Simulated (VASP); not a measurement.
# Lu (P6_3/mmc) in VASP: electric field gradients with PBE

Aim: the electric field gradients of Lu with PBE.

Everything below comes from runs of VASP 6.6.1. Logs are shortened: lines on timing, memory, paths and dates and some standing lists are left out, and cuts for length are marked.

## (1) The cell of the first run

It takes space group P6_3/mmc (No. 194, hexagonal). Conventional cell: a = 3.518 Å, b = 3.518 Å, c = 5.446 Å, α = 90.00°, β = 90.00°, γ = 120.00°. Lu (site symmetry -6m2) has 12 Lu at 3.40 to 3.52 Å within 4.5 Å.

## (2) Electric field gradients, PBE, non-collinear spin, zero start, spin-orbit coupling

INCAR reads:

```
PREC = Accurate ; ENCUT = 520
EDIFF = 1E-8 ; ISMEAR = -1
SIGMA = 0.03 ; LREAL = False
LASPH = True ; NELM = 200
ALGO = Normal ; ISIF = 2
LWAVE = False ; LCHARG = False
LNONCOLLINEAR = True ; MAGMOM = 0 0 0 0 0 0
LORBIT = 11 ; LSORBIT = True
GGA_COMPAT = False ; LORBMOM = True
GGA = PE ; LEFG = True
NBANDS = 62 ; KPAR = 4
```

KPOINTS reads:

```
Automatic mesh
0
Gamma
  12 12 7
```

POSCAR reads:

```
Lu
1.0
    3.5180521701      0.0000000000      0.0000000000
   -1.7590260851      3.0467225512      0.0000000000
    0.0000000000      0.0000000000      5.4460843400
Lu
2
Direct
    0.3333333333      0.6666666667      0.2500000000
    0.6666666667      0.3333333333      0.7500000000
```

Potentials or basis: VASP PAW PBE potentials, release 64 (Lu).

Started as:

```sh
> cat potpaw_PBE.64/Lu/POTCAR > POTCAR
> mpirun -np 4 vasp_ncl > vasp.out
```

OUTCAR:

```text
PREC = Accurate
   ENCUT = 520
   EDIFF = 1E-8
   ISMEAR = -1
   LREAL = False
   LASPH = True
   NELM = 200
   ISIF = 2
   LNONCOLLINEAR = True
   LORBIT = 11
   LSORBIT = True
   GGA = PE

 ion  position               nearest neighbor table
   1  0.333  0.667  0.250-   2 3.40   2 3.40   2 3.40   2 3.40   2 3.40   2 3.40
   2  0.667  0.333  0.750-   1 3.40   1 3.40   1 3.40   1 3.40   1 3.40   1 3.40

  LATTYP: Found a hexagonal cell.
 ALAT       =     3.5180521701
 C/A-ratio  =     1.5480396756

  Lattice vectors:

 A1 = (   3.5180521701,   0.0000000000,   0.0000000000)
 A2 = (  -1.7590260851,   3.0467225512,   0.0000000000)
 A3 = (   0.0000000000,   0.0000000000,   5.4460843400)

Analysis of symmetry for initial positions (statically):
=====================================================================
 Subroutine PRICEL returns:
 Original cell was already a primitive cell.

 Routine SETGRP: Setting up the symmetry group for a
 hexagonal supercell.

 Subroutine GETGRP returns: Found 24 space group operations
 (whereof 12 operations were pure point group operations)
 out of a pool of 24 trial point group operations.

The static configuration has the point symmetry D_3d.
 The point group associated with its full space group is D_6h.

Analysis of symmetry for dynamics (positions and initial velocities):
=====================================================================
 Subroutine PRICEL returns:
 Original cell was already a primitive cell.

 Routine SETGRP: Setting up the symmetry group for a
 hexagonal supercell.

 Subroutine GETGRP returns: Found 24 space group operations
 (whereof 12 operations were pure point group operations)
 out of a pool of 24 trial point group operations.

The dynamic configuration has the point symmetry D_3d.
 The point group associated with its full space group is D_6h.

Analysis of structural, dynamic, and magnetic symmetry:
=====================================================================
 Subroutine PRICEL returns:
 Original cell was already a primitive cell.

 Routine SETGRP: Setting up the symmetry group for a
 hexagonal supercell.

 Subroutine GETGRP returns: Found 24 space group operations
 (whereof 12 operations were pure point group operations)
 out of a pool of 24 trial point group operations.

The overall configuration has the point symmetry D_3d.
 The point group associated with its full space group is D_6h.

 Subroutine INISYM returns: Found 24 space group operations
 (whereof 12 operations are pure point group operations),
 and found     1 'primitive' translations

----------------------------------------------------------------------------------------

                                     Primitive cell

  volume of cell :      58.3740

  direct lattice vectors                    reciprocal lattice vectors
     3.518052170  0.000000000  0.000000000     0.284248201  0.164110775  0.000000000
    -1.759026085  3.046722551  0.000000000     0.000000000  0.328221551  0.000000000
     0.000000000  0.000000000  5.446084340     0.000000000  0.000000000  0.183618163

  length of vectors
     3.518052170  3.518052170  5.446084340     0.328221551  0.328221551  0.183618163

  position of ions in fractional coordinates (direct lattice)
     0.333333333  0.666666667  0.250000000
     0.666666667  0.333333333  0.750000000

  ion indices of the primitive-cell ions
   primitive index   ion index
                 1           1
                 2           2

----------------------------------------------------------------------------------------

 KPOINTS: Automatic mesh

Automatic generation of k-mesh.
 Grid dimensions read from file:
 generate k-points for:   12   12    7

 Generating k-lattice:

  Cartesian coordinates                     Fractional coordinates (reciprocal lattice)
     0.023687350  0.013675898  0.000000000     0.083333333  0.000000000  0.000000000
     0.000000000  0.027351796  0.000000000     0.000000000  0.083333333  0.000000000
     0.000000000  0.000000000  0.026231166     0.000000000  0.000000000  0.142857143

[... 96 lines left out ...]

 number of electron      49.9999995 magnetization      -0.0000000      0.0000000      0.0000000

 Free energy of the ion-electron system (eV)
  ---------------------------------------------------
  ext. energy  EPLUGINS =         0.00000000
  ---------------------------------------------------
  free energy    TOTEN  =       -10.49603663 eV

  energy without entropy =      -10.48510035  energy(sigma->0) =      -10.49056849

 E-fermi :   2.2118     XC(G=0): -10.6572

 val. band max:        2.2109023633   @ k =   0.3333   0.1667   0.4286
 cond. band min:       2.2263570294   @ k =   0.3333   0.1667   0.2857
 fundamental gap:      0.0154546662
 Fermi energy:         2.2117538252

 k-point     1 :       0.0000    0.0000    0.0000
  band No.  band energies     occupation
      1     -54.0363      1.00000
      2     -54.0363      1.00000
      3     -53.9996      1.00000
      4     -53.9996      1.00000
      5     -28.9402      1.00000
      6     -28.9402      1.00000
[... 1549 lines left out ...]
     61       6.9565      0.00000
     62       6.9579      0.00000

 [... further k-points ...]
[... 5 lines left out ...]
  --------------------------------------------------------------------------------------
  -------------------------------------------------------------------------------------
  Total       -0.1641148     -0.1641148     -0.0093678      0.0000000      0.0000000     -0.0000000
  in kB       -4.5044199     -4.5044199     -0.2571148      0.0000000      0.0000000     -0.0000000
  external PRESSURE =      -3.0886515 kB  Pullay stress =       0.0000000 kB

 VOLUME and BASIS-vectors are now :
 -----------------------------------------------------------------------------
  energy-cutoff  :      520.00
  volume of cell :       58.37
      direct lattice vectors                 reciprocal lattice vectors
     3.518052170  0.000000000  0.000000000     0.284248201  0.164110775  0.000000000
    -1.759026085  3.046722551  0.000000000     0.000000000  0.328221551  0.000000000
     0.000000000  0.000000000  5.446084340     0.000000000  0.000000000  0.183618163

 POSITION                                       TOTAL-FORCE (eV/Angst)
 -----------------------------------------------------------------------------------
     -0.00000      2.03115      1.36152        -0.000000      0.000000      0.000000
      1.75903      1.01557      4.08456         0.000000     -0.000000      0.000000
 -----------------------------------------------------------------------------------
    total drift:                                0.000000     -0.000000      0.000000

  FREE ENERGIE OF THE ION-ELECTRON SYSTEM (eV)
  ---------------------------------------------------
  free  energy   TOTEN  =       -10.4960366329 eV

  energy  without entropy=      -10.4851003489  energy(sigma->0) =      -10.49056849

 Electric field gradients (V/A^2)
---------------------------------------------------------------------
 ion       V_xx      V_yy      V_zz      V_xy      V_xz      V_yz
---------------------------------------------------------------------
   1     -39.580   -39.579    79.159     0.000    -0.000     0.000
   2     -39.580   -39.579    79.159     0.000     0.000    -0.000
---------------------------------------------------------------------

 Electric field gradients after diagonalization (V/A^2)
 (convention: |V_zz| > |V_xx| > |V_yy|)
----------------------------------------------------------------------
 ion       V_xx      V_yy      V_zz     asymmetry (V_yy - V_xx)/ V_zz
----------------------------------------------------------------------
   1     -39.580   -39.579    79.159       0.000
   2     -39.580   -39.579    79.159       0.000
----------------------------------------------------------------------

           NMR quadrupolar parameters

 Cq : quadrupolar parameter    Cq=e*Q*V_zz/h
 eta: asymmetry parameters     (V_yy - V_xx)/ V_zz
 Q  : nuclear electric quadrupole moment in mb (millibarn)
----------------------------------------------------------------------
 ion       Cq(MHz)       eta       Q (mb)
----------------------------------------------------------------------
   1       0.191       0.000       1.000
   2       0.191       0.000       1.000
----------------------------------------------------------------------

 orbital moment (x)

 # of ion     p       d       f       tot
 ------------------------------------------------
  1        -0.000   0.000   0.000   0.000
  2        -0.000  -0.000   0.000  -0.000
 ------------------------------------------------
           -0.000  -0.000   0.000   0.000

 orbital moment (y)

 # of ion     p       d       f       tot
 ------------------------------------------------
  1         0.000   0.000   0.000   0.000
  2         0.000   0.000   0.000   0.000
 ------------------------------------------------
            0.000   0.000   0.000   0.000

 orbital moment (z)

 # of ion     p       d       f       tot
 ------------------------------------------------
  1         0.000  -0.000  -0.000  -0.000
  2         0.000  -0.000  -0.000  -0.000
 ------------------------------------------------
            0.000  -0.000  -0.000  -0.000

 Spin-Orbit-Coupling matrix elements

 Ion:    1  E_soc:     -1.4370655
 l=   1
     0.0000000    -0.2314837    -0.2309982
    -0.2314837     0.0000000    -0.2314837
    -0.2309982    -0.2314837     0.0000000
 l=   2
     0.0000000    -0.0003624     0.0000000    -0.0003624    -0.0016559
    -0.0003624     0.0000000    -0.0015807    -0.0004606    -0.0003624
     0.0000000    -0.0015807     0.0000000    -0.0015807     0.0000000
    -0.0003624    -0.0004606    -0.0015807     0.0000000    -0.0003624
    -0.0016559    -0.0003624     0.0000000    -0.0003624     0.0000000
 l=   3
     0.0000000    -0.0006250     0.0000000     0.0000000     0.0000000    -0.0006250    -0.0037811
    -0.0006250     0.0000000    -0.0010642     0.0000000    -0.0010642    -0.0016780    -0.0006337
     0.0000000    -0.0010642     0.0000000    -0.0025902    -0.0004259    -0.0010642     0.0000000
     0.0000000     0.0000000    -0.0025902     0.0000000    -0.0025902     0.0000000     0.0000000
     0.0000000    -0.0010642    -0.0004259    -0.0025902     0.0000000    -0.0010642     0.0000000
    -0.0006250    -0.0016780    -0.0010642     0.0000000    -0.0010642     0.0000000    -0.0006337
    -0.0037811    -0.0006337     0.0000000     0.0000000     0.0000000    -0.0006337     0.0000000

 Ion:    2  E_soc:     -1.4370655
 l=   1
     0.0000000    -0.2314837    -0.2309982
    -0.2314837     0.0000000    -0.2314837
    -0.2309982    -0.2314837     0.0000000
 l=   2
     0.0000000    -0.0003624     0.0000000    -0.0003624    -0.0016559
    -0.0003624     0.0000000    -0.0015807    -0.0004606    -0.0003624
     0.0000000    -0.0015807     0.0000000    -0.0015807     0.0000000
    -0.0003624    -0.0004606    -0.0015807     0.0000000    -0.0003624
    -0.0016559    -0.0003624     0.0000000    -0.0003624     0.0000000
 l=   3
     0.0000000    -0.0006250     0.0000000     0.0000000     0.0000000    -0.0006250    -0.0037811
    -0.0006250     0.0000000    -0.0010642     0.0000000    -0.0010642    -0.0016780    -0.0006337
     0.0000000    -0.0010642     0.0000000    -0.0025902    -0.0004259    -0.0010642     0.0000000
     0.0000000     0.0000000    -0.0025902     0.0000000    -0.0025902     0.0000000     0.0000000
     0.0000000    -0.0010642    -0.0004259    -0.0025902     0.0000000    -0.0010642     0.0000000
    -0.0006250    -0.0016780    -0.0010642     0.0000000    -0.0010642     0.0000000    -0.0006337
    -0.0037811    -0.0006337     0.0000000     0.0000000     0.0000000    -0.0006337     0.0000000

 total charge

# of ion       s       p       d       f       tot
--------------------------------------------------
    1        2.354   6.053   0.784  13.952  23.144
    2        2.354   6.053   0.784  13.952  23.144
--------------------------------------------------
tot          4.708  12.106   1.568  27.905  46.287

 magnetization (x)

# of ion       s       p       d       f       tot
--------------------------------------------------
    1        0.000   0.000  -0.000   0.000  -0.000
    2       -0.000  -0.000   0.000   0.000  -0.000
--------------------------------------------------
tot         -0.000   0.000  -0.000   0.000  -0.000

 magnetization (y)

# of ion       s       p       d       f       tot
--------------------------------------------------
    1        0.000   0.000   0.000  -0.000  -0.000
    2        0.000   0.000   0.000  -0.000  -0.000
--------------------------------------------------
tot          0.000   0.000   0.000  -0.000  -0.000

 magnetization (z)

# of ion       s       p       d       f       tot
--------------------------------------------------
    1        0.000   0.000   0.000   0.000   0.000
    2        0.000   0.000   0.000   0.000   0.000
--------------------------------------------------
tot          0.000   0.000   0.000   0.000   0.000
```

Wall time 4.1 min (4 MPI ranks of Intel Xeon Platinum 8488C (Sapphire Rapids), shared host); peak memory 0.57 GiB.

Results:

```yaml
Free_energy: -10.4960 eV
Pressure: -0.3 GPa
Net_moment: 0.00 μB per cell
Valence_electrons_inside_the_program's_atomic_spheres: Lu 23.14
```

Moments on the atoms (μB; x, y, z):
```
Lu  0.00 0.00 0.00
Lu  0.00 0.00 0.00
```

Electric field gradients, principal values (V/Å²):
```csv
atom,least,middle,greatest (by size)
1 Lu,-39.579,-39.580,79.159
2 Lu,-39.579,-39.580,79.159
```

Caveat: without QUAD_EFG the Cq values of the log hold for a quadrupole moment of 1 mb, not for the nuclei.
